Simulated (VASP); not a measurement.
Input of a VASP 6.6.1 run:

File POSCAR:

```
GaSi3
1.0
    5.6635492971      0.0000000000      0.0000000000
   -2.8317746485      4.9047775668      0.0000000000
    0.0000000000      0.0000000000      4.5458721530
Ga Si
2 6
Direct
    0.3333333333      0.6666666667      0.2500000000
    0.6666666667      0.3333333333      0.7500000000
    0.8330000000      0.6660000000      0.2500000000
    0.1670000000      0.8330000000      0.7500000000
    0.3340000000      0.1670000000      0.2500000000
    0.1670000000      0.3340000000      0.7500000000
    0.8330000000      0.1670000000      0.2500000000
    0.6660000000      0.8330000000      0.7500000000
```

INCAR.step1

```
PREC = Accurate
ENCUT = 520
ISMEAR = 0
SIGMA = 0.1
LREAL = F
LASPH = T
NELM = 100
NBANDS = 35
GGA = PE
ALGO = Normal
EDIFF = 1E-4
LWAVE = T
LCHARG = F
```

Contents of INCAR.step2:

```
PREC = Accurate
ENCUT = 520
EDIFF = 1E-6
ISMEAR = 0
SIGMA = 0.1
LREAL = F
LASPH = T
NELM = 100
ALGO = Normal
ISIF = 2
LWAVE = F
LCHARG = T
METAGGA = R2SCAN
LMIXTAU = T
LELF = T
LVHAR = T
NBANDS = 35
ISTART = 1
```

File KPOINTS:

```
regular mesh
0
Gamma
  6 6 4
```

Potentials or basis: VASP PAW PBE potentials, release 64 (Ga_d, Si).

Launch:

```bash
$ cat potpaw_PBE.64/Ga_d/POTCAR potpaw_PBE.64/Si/POTCAR > POTCAR
$ cp INCAR.step1 INCAR
$ mpirun -np 1 vasp_std > vasp.out
$ cp INCAR.step2 INCAR
$ mpirun -np 1 vasp_std > vasp.out
```

(1) Estimate the pressure.

(2) What does it give for the band gap on the k mesh?

Answers

(1) -3.8 GPa.

(2) zero (band 25 reaches 11.07 eV, above the bottom of band 26 at 7.06 eV).

Caveat: the PAW data sets were made with another functional, which shifts forces and pressure a little.
